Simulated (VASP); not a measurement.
# Cd (P6_3/mmc) in VASP: single point with PBEsol

Aim: the single point of Cd with PBEsol.

All numbers are computed with VASP 6.6.1; they aren't measurements. Logs are shortened: lines on timing, memory, paths and dates and some standing lists are left out, and cuts for length are marked.

**1. The cell of the first run**

Symmetry: P6_3/mmc, No. 194, hexagonal system. The conventional cell has a = 3.037 Å, b = 3.037 Å, c = 5.728 Å, α = 90.00°, β = 90.00°, γ = 120.00°. Within 4.0 Å of Cd (site symmetry -6m2) lie 12 Cd at 3.04 to 3.36 Å.

**2. Single point, PBEsol (volume scaled by 1.06)**

INCAR

```
PREC = Accurate
ENCUT = 520
EDIFF = 1E-7
ISMEAR = -1
SIGMA = 0.05
LREAL = F
LASPH = T
NELM = 60
ALGO = Normal
ISIF = 2
LWAVE = F
LCHARG = F
GGA = PS
NBANDS = 19
```

KPOINTS

```
regular mesh
0
Gamma
  16 16 7
```

POSCAR

```
Cd
1.0
    3.0372966056      0.0000000000      0.0000000000
   -1.5186483028      2.6303760192      0.0000000000
    0.0000000000      0.0000000000      5.7278279719
Cd
2
Direct
    0.3333333333      0.6666666667      0.2500000000
    0.6666666667      0.3333333333      0.7500000000
```

Potentials or basis: VASP PAW PBE potentials, release 64 (Cd).

On the command line:

```bash
> cat potpaw_PBE.64/Cd/POTCAR > POTCAR
> mpirun -np 1 vasp_std > vasp.out
```

OUTCAR:

```text
PREC = Accurate
   ENCUT = 520
   EDIFF = 1E-7
   ISMEAR = -1
   LREAL = F
   LASPH = T
   NELM = 60
   ISIF = 2
   GGA = PS

 ion  position               nearest neighbor table
   1  0.333  0.667  0.250-   2 3.36   2 3.36   2 3.36   2 3.36   2 3.36   2 3.36
   2  0.667  0.333  0.750-   1 3.36   1 3.36   1 3.36   1 3.36   1 3.36   1 3.36

  LATTYP: Found a hexagonal cell.
 ALAT       =     3.0372966056
 C/A-ratio  =     1.8858309595

  Lattice vectors:

 A1 = (   3.0372966056,   0.0000000000,   0.0000000000)
 A2 = (  -1.5186483028,   2.6303760192,   0.0000000000)
 A3 = (   0.0000000000,   0.0000000000,   5.7278279719)

Analysis of symmetry for initial positions (statically):
=====================================================================
 Subroutine PRICEL returns:
 Original cell was already a primitive cell.

 Routine SETGRP: Setting up the symmetry group for a
 hexagonal supercell.

 Subroutine GETGRP returns: Found 24 space group operations
 (whereof 12 operations were pure point group operations)
 out of a pool of 24 trial point group operations.

The static configuration has the point symmetry D_3d.
 The point group associated with its full space group is D_6h.

Analysis of symmetry for dynamics (positions and initial velocities):
=====================================================================
 Subroutine PRICEL returns:
 Original cell was already a primitive cell.

 Routine SETGRP: Setting up the symmetry group for a
 hexagonal supercell.

 Subroutine GETGRP returns: Found 24 space group operations
 (whereof 12 operations were pure point group operations)
 out of a pool of 24 trial point group operations.

The dynamic configuration has the point symmetry D_3d.
 The point group associated with its full space group is D_6h.

 Subroutine INISYM returns: Found 24 space group operations
 (whereof 12 operations are pure point group operations),
 and found     1 'primitive' translations

----------------------------------------------------------------------------------------

                                     Primitive cell

  volume of cell :      45.7609

  direct lattice vectors                    reciprocal lattice vectors
     3.037296606  0.000000000  0.000000000     0.329240153  0.190086891  0.000000000
    -1.518648303  2.630376019  0.000000000     0.000000000  0.380173782  0.000000000
     0.000000000  0.000000000  5.727827972     0.000000000  0.000000000  0.174586249

  length of vectors
     3.037296606  3.037296606  5.727827972     0.380173782  0.380173782  0.174586249

  position of ions in fractional coordinates (direct lattice)
     0.333333333  0.666666667  0.250000000
     0.666666667  0.333333333  0.750000000

  ion indices of the primitive-cell ions
   primitive index   ion index
                 1           1
                 2           2

----------------------------------------------------------------------------------------

 KPOINTS: regular mesh

Automatic generation of k-mesh.
 Grid dimensions read from file:
 generate k-points for:   16   16    7

 Generating k-lattice:

  Cartesian coordinates                     Fractional coordinates (reciprocal lattice)
     0.020577510  0.011880431  0.000000000     0.062500000  0.000000000  0.000000000
     0.000000000  0.023760861  0.000000000     0.000000000  0.062500000  0.000000000
     0.000000000  0.000000000  0.024940893     0.000000000  0.000000000  0.142857143

  Length of vectors
     0.023760861  0.023760861  0.024940893

  Shift w.r.t. Gamma in fractional coordinates (k-lattice)
     0.000000000  0.000000000  0.000000000

 Subroutine IBZKPT returns following result:
 ===========================================

 Found    120 irreducible k-points:

 Following reciprocal coordinates:
            Coordinates               Weight
  0.000000  0.000000  0.000000      1.000000
  0.062500  0.000000  0.000000      6.000000
  0.125000  0.000000  0.000000      6.000000
  0.187500  0.000000  0.000000      6.000000
  0.250000  0.000000  0.000000      6.000000
  0.312500 -0.000000  0.000000      6.000000
[... 16 lines left out ...]
  0.187500  0.187500  0.000000      6.000000
  0.250000  0.187500  0.000000     12.000000
 [... further k-points ...]
   k-points           NKPTS =    120   k-points in BZ     NKDIM =    120   number of bands    NBANDS=     19
   number of dos      NEDOS =    301   number of ions     NIONS =      2
   total plane-waves  NPLWV =  27648
   dimension x,y,z NGX =    24 NGY =   24 NGZ =   48
   dimension x,y,z NGXF=    48 NGYF=   48 NGZF=   96
   ions per type =               2
   NGX,Y,Z   is equivalent  to a cutoff of  13.14, 13.14, 13.93 a.u.
   NGXF,Y,Z  is equivalent  to a cutoff of  26.27, 26.27, 27.86 a.u.
 SYSTEM =  unknown system
   PREC   = accura    normal or accurate (medium, high low for compatibility)
   ISTART =      0    job   : 0-new  1-cont  2-samecut
   ICHARG =      2    charge: 1-file 2-atom 10-const
   ISPIN  =      1    spin polarized calculation?
   LNONCOLLINEAR =      F non collinear calculations
   LSORBIT =      F    spin-orbit coupling
   LASPH  =      T    aspherical Exc in radial PAW
   ENCUT  =  520.0 eV  38.22 Ry    6.18 a.u.   5.65  5.65 10.65*2*pi/ulx,y,z
   NELM   =     60;   NELMIN=  2; NELMDL= -5     # of ELM steps
   EDIFF  = 0.1E-06   stopping-criterion for ELM
   LREAL  =      F    real-space projection
   EDIFFG = 0.1E-05   stopping-criterion for IOM
   NSW    =      0    number of steps for IOM
   IBRION =     -1    ionic relax: 0-MD 1-quasi-New 2-CG
   NFREE  =      0    steps in history (QN), initial steepest desc. (CG)
   ISIF   =      2    stress and relaxation
   ISYM   =      2    0-nonsym 1-usesym 2-fastsym
   POTIM  = 0.5000    time-step for ionic-motion
   TEBEG  =    0.0;   TEEND  =   0.0 temperature during run
   PSTRESS=    0.0 pullay stress
   NELECT =      24.0000    total number of electrons
   NUPDOWN=      -1.0000    fix difference up-down
   EMIN   =  10.00;   EMAX   =-10.00  energy-range for DOS
   EFERMI =   0.00;   METHOD = LEGACY
   ISMEAR =    -1;   SIGMA  =   0.05  broadening in eV -4-tet -1-fermi 0-gaus
   EFERMI_NEDOS =   21; number of points for ismear=-14 and -15
   IALGO  =     38    algorithm
   IMIX   =      4    mixing-type and parameters
     AMIX     =   0.40;   BMIX     =  1.00
     AMIX_MAG =   1.60;   BMIX_MAG =  1.00
  volume/ion in A,a.u.               =      22.88       154.41
  Fermi-wavevector in a.u.,A,eV,Ry     =   1.320222  2.494857 23.714760  1.742986
  Thomas-Fermi vector in A             =   2.450064
   LORBIT       =      0    0 simple, 1 ext, 2 COOP (PROOUT), +10 PAW based schemes
   GGA     = PS    functional components
   LHFCALC =     F    Hartree Fock is set to
   AEXX    =    0.0000 exact exchange contribution
   IVDW    =     0    specifies the selected vdW correction
   LEPSILON=     F    determine dielectric tensor
   LRPA    =     F    only Hartree local field effects (RPA)
 non-spin polarized calculation
  energy-cutoff  :      520.00
  volume of cell :       45.76
 maximum number of plane-waves:      1253
 NGX is ok and might be reduce to    24
   NGX = 11   NGY = 11   NGZ = 21

 number of electron      23.9999996 magnetization

 Free energy of the ion-electron system (eV)
  ---------------------------------------------------
  ext. energy  EPLUGINS =         0.00000000
  ---------------------------------------------------
  free energy    TOTEN  =        -2.35746119 eV

  energy without entropy =       -2.35193243  energy(sigma->0) =       -2.35469681

 E-fermi :   2.3832     XC(G=0): -10.9037

 val. band max:        2.3390648539   @ k =   0.3750   0.2500   0.4286
 cond. band min:       2.3841731865   @ k =   0.3125   0.3125   0.4286
 fundamental gap:      0.0451083326
 Fermi energy:         2.3831616022

 k-point     1 :       0.0000    0.0000    0.0000
  band No.  band energies     occupation
      1      -7.2141      2.00000
      2      -6.9795      2.00000
      3      -6.6629      2.00000
      4      -6.6629      2.00000
      5      -6.6180      2.00000
      6      -6.6180      2.00000
[... 11 lines left out ...]
     18      16.6799      0.00000
     19      17.7701      0.00000

 k-point     2 :       0.0625    0.0000    0.0000
  band No.  band energies     occupation
      1      -7.1775      2.00000
      2      -6.9480      2.00000
      3      -6.6754      2.00000
      4      -6.6303      2.00000
      5      -6.6303      2.00000
      6      -6.5865      2.00000
[... 11 lines left out ...]
     18      16.6714      0.00000
     19      18.0852      0.00000

 k-point     3 :       0.1250    0.0000    0.0000
  band No.  band energies     occupation
      1      -7.0904      2.00000
      2      -6.8839      2.00000
      3      -6.7081      2.00000
      4      -6.6450      2.00000
      5      -6.5364      2.00000
      6      -6.4960      2.00000
[... 11 lines left out ...]
     18      16.4192      0.00000
     19      17.3963      0.00000

 k-point     4 :       0.1875    0.0000    0.0000
  band No.  band energies     occupation
      1      -7.0465      2.00000
      2      -6.8351      2.00000
      3      -6.7451      2.00000
      4      -6.5794      2.00000
      5      -6.4453      2.00000
      6      -6.3924      2.00000
[... 11 lines left out ...]
     18      15.4898      0.00000
     19      15.5022      0.00000

 k-point     5 :       0.2500    0.0000    0.0000
  band No.  band energies     occupation
      1      -7.1028      2.00000
      2      -6.9070      2.00000
      3      -6.6410      2.00000
      4      -6.6197      2.00000
      5      -6.4403      2.00000
      6      -6.3585      2.00000
[... 11 lines left out ...]
     18      14.9237      0.00000
     19      15.1685      0.00000
[... 334 lines left out ...]
      2      -7.0028      2.00000
      3      -6.9677      2.00000
      4      -6.5854      2.00000
      5      -6.4692      2.00000
      6      -6.3753      2.00000
[... 11 lines left out ...]
     18      12.4863      0.00000
     19      13.5509      0.00000

 k-point    22 :       0.4375    0.1250    0.0000
  band No.  band energies     occupation
      1      -7.2091      2.00000
      2      -7.0202      2.00000
      3      -6.9921      2.00000
      4      -6.5864      2.00000
      5      -6.4923      2.00000
      6      -6.3469      2.00000
[... 11 lines left out ...]
     18      12.3666      0.00000
     19      13.4729      0.00000

 k-point    23 :       0.1875    0.1875    0.0000
  band No.  band energies     occupation
      1      -6.9058      2.00000
      2      -6.8650      2.00000
      3      -6.7454      2.00000
      4      -6.6174      2.00000
      5      -6.5626      2.00000
      6      -6.5023      2.00000
[... 11 lines left out ...]
     18      12.3340      0.00000
     19      13.2169      0.00000

 k-point    24 :       0.2500    0.1875    0.0000
  band No.  band energies     occupation
      1      -6.9599      2.00000
      2      -6.8443      2.00000
      3      -6.8363      2.00000
      4      -6.6018      2.00000
      5      -6.5422      2.00000
      6      -6.3836      2.00000
[... 11 lines left out ...]
     18      11.3498      0.00000
     19      12.5245      0.00000

 [... further k-points ...]
[... 5 lines left out ...]
  --------------------------------------------------------------------------------------
  -------------------------------------------------------------------------------------
  Total       -1.1766934     -1.1766934     -0.9563715      0.0000000      0.0000000      0.0000000
  in kB      -41.1982603    -41.1982603    -33.4843759      0.0000000      0.0000000      0.0000000
  external PRESSURE =     -38.6269655 kB  Pullay stress =       0.0000000 kB

 VOLUME and BASIS-vectors are now :
 -----------------------------------------------------------------------------
  energy-cutoff  :      520.00
  volume of cell :       45.76
      direct lattice vectors                 reciprocal lattice vectors
     3.037296606  0.000000000  0.000000000     0.329240153  0.190086891  0.000000000
    -1.518648303  2.630376019  0.000000000     0.000000000  0.380173782  0.000000000
     0.000000000  0.000000000  5.727827972     0.000000000  0.000000000  0.174586249

 POSITION                                       TOTAL-FORCE (eV/Angst)
 -----------------------------------------------------------------------------------
     -0.00000      1.75358      1.43196        -0.000000      0.000000      0.000000
      1.51865      0.87679      4.29587         0.000000     -0.000000      0.000000
 -----------------------------------------------------------------------------------
    total drift:                               -0.000000      0.000000      0.000000

  FREE ENERGIE OF THE ION-ELECTRON SYSTEM (eV)
  ---------------------------------------------------
  free  energy   TOTEN  =        -2.3574611942 eV

  energy  without entropy=       -2.3519324300  energy(sigma->0) =       -2.35469681
```

Run time: 66 s. Hardware: 1 thread of Intel Xeon Platinum 8259CL at 2.50GHz (Skylake/Cascade Lake), shared host; peak memory 0.22 GiB.

Results:

```
Free energy            : -2.3575 eV
Pressure               : -3.9 GPa
Band gap on the k mesh : zero (band 12 reaches 3.25 eV, above the bottom of band 13 at -0.42 eV)
```

Stress tensor (GPa, compression positive):
```
-4.12  0.00  0.00
 0.00 -4.12  0.00
 0.00  0.00 -3.35
```

Caveat: the PAW data sets were made with another functional, which shifts forces and pressure a little.
